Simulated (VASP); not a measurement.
Input of a VASP 6.6.1 run:

File POSCAR:

```
Cu3N
1.0
    3.8070000000      0.0000000000      0.0000000000
    0.0000000000      3.8070000000      0.0000000000
    0.0000000000      0.0000000000      3.8070000000
Cu N
3 1
Direct
    0.5000000000      0.0000000000      0.0000000000
    0.0000000000      0.5000000000      0.0000000000
    0.0000000000      0.0000000000      0.5000000000
    0.0000000000      0.0000000000      0.0000000000
```

Contents of INCAR.step1:

```
SYSTEM = Cu3N
PREC = Accurate
ENCUT = 660
ISMEAR = -1
SIGMA = 0.1
LREAL = .FALSE.
LASPH = .TRUE.
NELM = 120
GGA = PE
ALGO = Normal
EDIFF = 1E-5
LWAVE = .TRUE.
LCHARG = .FALSE.
GGA_COMPAT = .FALSE.
IBRION = 2
ISIF = 3
EDIFFG = -0.005
NELMIN = 4
NSW = 100
```

INCAR.step2

```
SYSTEM = Cu3N
PREC = Accurate
ENCUT = 660
EDIFF = 1E-7
ISMEAR = -1
SIGMA = 0.1
LREAL = .FALSE.
LASPH = .TRUE.
NELM = 120
ALGO = Normal
ISIF = 3
LWAVE = .FALSE.
LCHARG = .FALSE.
METAGGA = R2SCAN
LMIXTAU = .TRUE.
IBRION = 2
NSW = 80
EDIFFG = -0.01
ISTART = 1
GGA_COMPAT = .FALSE.
NELMIN = 4
```

Contents of KPOINTS:

```
Automatic mesh
0
G
  8 8 8
  0 0 0
```

Potentials or basis: VASP PAW PBE potentials, release 64 (Cu, N).

The run is started by

```console
$ cat potpaw_PBE.64/Cu/POTCAR potpaw_PBE.64/N/POTCAR > POTCAR
$ cp INCAR.step1 INCAR
$ mpirun -np 1 vasp_std > vasp.out
$ cp INCAR.step2 INCAR
$ mpirun -np 1 vasp_std > vasp.out
```

(1) Estimate the space group after relaxing (to 0.1 Å).

(2) What does it give for the relaxed cell?

Results:

(1) Pm-3m (No. 221).

(2) a = 3.794 Å, b = 3.794 Å, c = 3.794 Å, α = 90.00°, β = 90.00°, γ = 90.00°.
